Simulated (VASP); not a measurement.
# ZrS2 (P-3m1) in VASP: further runs

Aim: see how the results for ZrS2 move with the level of theory and the settings. Levels: r2SCAN, HSE06. Tasks: single point.

All numbers are computed with VASP 6.6.1; they aren't measurements. Logs are shortened: lines on timing, memory, paths and dates and some standing lists are left out, and cuts for length are marked.

## Step 1: The cell of the first run

Symmetry: P-3m1, No. 164, trigonal system. The conventional cell has a = 3.711 Å, b = 3.711 Å, c = 5.828 Å, α = 90.00°, β = 90.00°, γ = 120.00°. Zr (site symmetry -3m) has 6 S at 2.57 Å within 3.4 Å. Within 3.4 Å of S (site symmetry 3m) lie 3 Zr at 2.57 Å.

## Step 2: Single point, r2SCAN (epitaxial xy strain +1.0%)

File POSCAR:

```
ZrS2
1.0
    3.7111430758      0.0000000000      0.0000000000
   -1.8555715379      3.2139441808      0.0000000000
    0.0000000000      0.0000000000      5.8275719928
Zr S
1 2
Direct
    0.0000000000      0.0000000000      0.0000000000
    0.3333333333      0.6666666667      0.2445405605
    0.6666666667      0.3333333333      0.7554594395
```

File INCAR.step1:

```
SYSTEM = ZrS2
PREC = Accurate
ENCUT = 550
ISMEAR = 0
SIGMA = 0.01
LREAL = .False.
LASPH = .True.
NELM = 120
NBANDS = 19
GGA = PE
ALGO = Normal
EDIFF = 1E-5
LWAVE = .True.
LCHARG = .False.
GGA_COMPAT = .False.
```

File INCAR.step2:

```
SYSTEM = ZrS2
PREC = Accurate
ENCUT = 550
EDIFF = 1E-6
ISMEAR = 0
SIGMA = 0.01
LREAL = .False.
LASPH = .True.
NELM = 120
ALGO = Normal
ISIF = 2
LWAVE = .False.
LCHARG = .True.
METAGGA = R2SCAN
LMIXTAU = .True.
LELF = .True.
LVHAR = .True.
NBANDS = 19
ISTART = 1
GGA_COMPAT = .False.
```

File KPOINTS:

```
Automatic mesh
0
Gamma
  12 12 4
  0 0 0
```

Potentials or basis: VASP PAW PBE potentials, release 64 (Zr_sv, S).

Run with:

```console
> cat potpaw_PBE.64/Zr_sv/POTCAR potpaw_PBE.64/S/POTCAR > POTCAR
> cp INCAR.step1 INCAR
> mpirun -np 1 vasp_std > vasp.out
> cp INCAR.step2 INCAR
> mpirun -np 1 vasp_std > vasp.out
```

OUTCAR:

```text
SYSTEM = ZrS2
   PREC = Accurate
   ENCUT = 550
   EDIFF = 1E-6
   ISMEAR = 0
   LREAL = .False.
   LASPH = .True.
   NELM = 120
   ISIF = 2
   METAGGA = R2SCAN
   ISTART = 1

 ion  position               nearest neighbor table
   1  0.000  0.000  0.000-   2 2.57   3 2.57   3 2.57   2 2.57   3 2.57   2 2.57
   2  0.333  0.667  0.245-   1 2.57   1 2.57   1 2.57
   3  0.667  0.333  0.755-   1 2.57   1 2.57   1 2.57

  LATTYP: Found a hexagonal cell.
 ALAT       =     3.7111430758
 C/A-ratio  =     1.5702903051

  Lattice vectors:

 A1 = (   3.7111430758,   0.0000000000,   0.0000000000)
 A2 = (  -1.8555715379,   3.2139441808,   0.0000000000)
 A3 = (   0.0000000000,   0.0000000000,   5.8275719928)

Analysis of symmetry for initial positions (statically):
=====================================================================
 Subroutine PRICEL returns:
 Original cell was already a primitive cell.

 Routine SETGRP: Setting up the symmetry group for a
 hexagonal supercell.

 Subroutine GETGRP returns: Found 12 space group operations
 (whereof 12 operations were pure point group operations)
 out of a pool of 24 trial point group operations.

The static configuration has the point symmetry D_3d.

Analysis of symmetry for dynamics (positions and initial velocities):
=====================================================================
 Subroutine PRICEL returns:
 Original cell was already a primitive cell.

 Routine SETGRP: Setting up the symmetry group for a
 hexagonal supercell.

 Subroutine GETGRP returns: Found 12 space group operations
 (whereof 12 operations were pure point group operations)
 out of a pool of 24 trial point group operations.

The dynamic configuration has the point symmetry D_3d.

 Subroutine INISYM returns: Found 12 space group operations
 (whereof 12 operations are pure point group operations),
 and found     1 'primitive' translations

----------------------------------------------------------------------------------------

                                     Primitive cell

  volume of cell :      69.5078

  direct lattice vectors                    reciprocal lattice vectors
     3.711143076  0.000000000  0.000000000     0.269458757  0.155572086  0.000000000
    -1.855571538  3.213944181  0.000000000     0.000000000  0.311144172  0.000000000
     0.000000000  0.000000000  5.827571993     0.000000000  0.000000000  0.171598052
[... 83 lines left out ...]
   LASPH  =      T    aspherical Exc in radial PAW
   ENCUT  =  550.0 eV  40.42 Ry    6.36 a.u.   7.10  7.10 11.14*2*pi/ulx,y,z
   NELM   =    120;   NELMIN=  2; NELMDL=  0     # of ELM steps
   EDIFF  = 0.1E-05   stopping-criterion for ELM
   LREAL  =      F    real-space projection
   EDIFFG = 0.1E-04   stopping-criterion for IOM
   NSW    =      0    number of steps for IOM
   IBRION =     -1    ionic relax: 0-MD 1-quasi-New 2-CG
   NFREE  =      0    steps in history (QN), initial steepest desc. (CG)
   ISIF   =      2    stress and relaxation
   ISYM   =      2    0-nonsym 1-usesym 2-fastsym
   POTIM  = 0.5000    time-step for ionic-motion
   TEBEG  =    0.0;   TEEND  =   0.0 temperature during run
   PSTRESS=    0.0 pullay stress
   NELECT =      24.0000    total number of electrons
   NUPDOWN=      -1.0000    fix difference up-down
   EMIN   =  10.00;   EMAX   =-10.00  energy-range for DOS
   EFERMI =   0.00;   METHOD = LEGACY
   ISMEAR =     0;   SIGMA  =   0.01  broadening in eV -4-tet -1-fermi 0-gaus
   EFERMI_NEDOS =   21; number of points for ismear=-14 and -15
   IALGO  =     38    algorithm
   IMIX   =      4    mixing-type and parameters
     AMIX     =   0.40;   BMIX     =  1.00
     AMIX_MAG =   1.60;   BMIX_MAG =  1.00
  volume/ion in A,a.u.               =      23.17       156.35
  Fermi-wavevector in a.u.,A,eV,Ry     =   1.148508  2.170365 17.947045  1.319071
  Thomas-Fermi vector in A             =   2.285183
   LORBIT       =      0    0 simple, 1 ext, 2 COOP (PROOUT), +10 PAW based schemes
   METAGGA = R2SCAN    functional components
   LHFCALC =     F    Hartree Fock is set to
   AEXX    =    0.0000 exact exchange contribution
   IVDW    =     0    specifies the selected vdW correction
   LEPSILON=     F    determine dielectric tensor
   LRPA    =     F    only Hartree local field effects (RPA)
 non-spin polarized calculation
 Gauss-broadening in eV      SIGMA  =   0.01
  energy-cutoff  :      550.00
  volume of cell :       69.51
 maximum number of plane-waves:      2061
   NGX = 15   NGY = 15   NGZ = 23

 number of electron      23.9999998 magnetization

 Free energy of the ion-electron system (eV)
  ---------------------------------------------------
  ext. energy  EPLUGINS =         0.00000000
  ---------------------------------------------------
  free energy    TOTEN  =       -44.15010261 eV

  energy without entropy =      -44.15010261  energy(sigma->0) =      -44.15010261

 E-fermi :   4.4391     XC(G=0): -10.0207

 val. band max:        4.3460748192   @ k =   0.0833   0.0000   0.0000
 cond. band min:       5.5748957238   @ k =   0.5000   0.0000   0.5000
 fundamental gap:      1.2288209045
 Fermi energy:         4.4391340756

 k-point     1 :       0.0000    0.0000    0.0000
  band No.  band energies     occupation
      1     -46.4845      2.00000
      2     -23.8329      2.00000
      3     -23.6839      2.00000
      4     -23.6839      2.00000
      5      -8.9600      2.00000
      6      -7.4050      2.00000
[... 505 lines left out ...]
      6      -7.6275      2.00000
[... 11 lines left out ...]
     18      11.8579      0.00000
     19      12.7191      0.00000

 [... further k-points ...]

------------------------ aborting loop because EDIFF is reached ----------------------------------------

  FORCE on cell =-STRESS in cart. coord.  units (eV):
  Direction    XX          YY          ZZ          XY          YZ          ZX
  --------------------------------------------------------------------------------------
  -------------------------------------------------------------------------------------
  Total       -0.3523161     -0.3523161      0.3933248     -0.0000000      0.0000000      0.0000000
  in kB       -8.1209987     -8.1209987      9.0662612     -0.0000000      0.0000000      0.0000000
  external PRESSURE =      -2.3919121 kB  Pullay stress =       0.0000000 kB

 VOLUME and BASIS-vectors are now :
 -----------------------------------------------------------------------------
  energy-cutoff  :      550.00
  volume of cell :       69.51
      direct lattice vectors                 reciprocal lattice vectors
     3.711143076  0.000000000  0.000000000     0.269458757  0.155572086  0.000000000
    -1.855571538  3.213944181  0.000000000     0.000000000  0.311144172  0.000000000
     0.000000000  0.000000000  5.827571993     0.000000000  0.000000000  0.171598052

 POSITION                                       TOTAL-FORCE (eV/Angst)
 -----------------------------------------------------------------------------------
      0.00000      0.00000      0.00000         0.000000      0.000000      0.000000
     -0.00000      2.14263      1.42508        -0.000000     -0.000000     -0.035716
      1.85557      1.07131      4.40249         0.000000      0.000000      0.035716
 -----------------------------------------------------------------------------------
    total drift:                                0.000000     -0.000000     -0.000000

  FREE ENERGIE OF THE ION-ELECTRON SYSTEM (eV)
  ---------------------------------------------------
  free  energy   TOTEN  =       -44.1501026113 eV

  energy  without entropy=      -44.1501026113  energy(sigma->0) =      -44.15010261
```

OUTCAR.step1:

```text
SYSTEM = ZrS2
   PREC = Accurate
   ENCUT = 550
   ISMEAR = 0
   LREAL = .False.
   LASPH = .True.
   NELM = 120
[... 752 lines left out ...]
      0.00000      0.00000      0.00000         0.000000     -0.000000     -0.000000
     -0.00000      2.14263      1.42508        -0.000000      0.000000      0.037282
      1.85557      1.07131      4.40249         0.000000     -0.000000     -0.037282
 -----------------------------------------------------------------------------------
    total drift:                                0.000000     -0.000000     -0.000000

  FREE ENERGIE OF THE ION-ELECTRON SYSTEM (eV)
  ---------------------------------------------------
  free  energy   TOTEN  =       -21.4032879613 eV

  energy  without entropy=      -21.4032879613  energy(sigma->0) =      -21.40328796
```

OSZICAR.step1:

```text
N       E                     dE             d eps       ncg     rms          rms(c)
DAV:   1     0.171694841200E+03    0.17169E+03   -0.12239E+04  2622   0.121E+03
DAV:   2    -0.131968738983E+02   -0.18489E+03   -0.17971E+03  3351   0.281E+02
DAV:   3    -0.233642304069E+02   -0.10167E+02   -0.10110E+02  4316   0.598E+01
DAV:   4    -0.235985712238E+02   -0.23434E+00   -0.23380E+00  3651   0.799E+00
DAV:   5    -0.236046601631E+02   -0.60889E-02   -0.60871E-02  3868   0.114E+00    0.156E+01
DAV:   6    -0.214503335651E+02    0.21543E+01   -0.62743E+00  2855   0.140E+01    0.746E+00
DAV:   7    -0.213979495368E+02    0.52384E-01   -0.53323E-01  3610   0.397E+00    0.389E+00
DAV:   8    -0.214033071993E+02   -0.53577E-02   -0.89880E-02  3265   0.178E+00    0.560E-01
DAV:   9    -0.214030359751E+02    0.27122E-03   -0.13066E-02  3124   0.665E-01    0.531E-01
DAV:  10    -0.214033538257E+02   -0.31785E-03   -0.27648E-03  3033   0.347E-01    0.226E-01
DAV:  11    -0.214032648942E+02    0.88932E-04   -0.31378E-04  3089   0.107E-01    0.588E-02
DAV:  12    -0.214032897379E+02   -0.24844E-04   -0.83105E-05  2934   0.485E-02    0.361E-02
DAV:  13    -0.214032879613E+02    0.17767E-05   -0.37703E-06  1914   0.988E-03
   1 F= -.21403288E+02 E0= -.21403288E+02  d E =-.987783E-54
```

Run time: 7.3 min. Hardware: 1 thread of Intel Xeon 8259CL, shared host; peak memory 0.25 GiB.

Results:

| Property | Result |
| --- | --- |
| Free energy | -44.1501 eV |
| Pressure | -0.2 GPa |
| Largest force | 0.036 eV/Å |
| Band gap on the k mesh | 1.23 eV (least direct gap 1.74 eV) |

Forces in eV/Å, atoms in the order of the input:
```
Zr   0.000  0.000  0.000
S    0.000  0.000 -0.036
S    0.000  0.000  0.036
```

Caveat: the cell differs from its parent crystal (epitaxial xy strain +1.0%); the PAW data sets were made with another functional, which shifts forces and pressure a little. A k mesh can miss the band edges.

(Continued in part 2 of 2.)
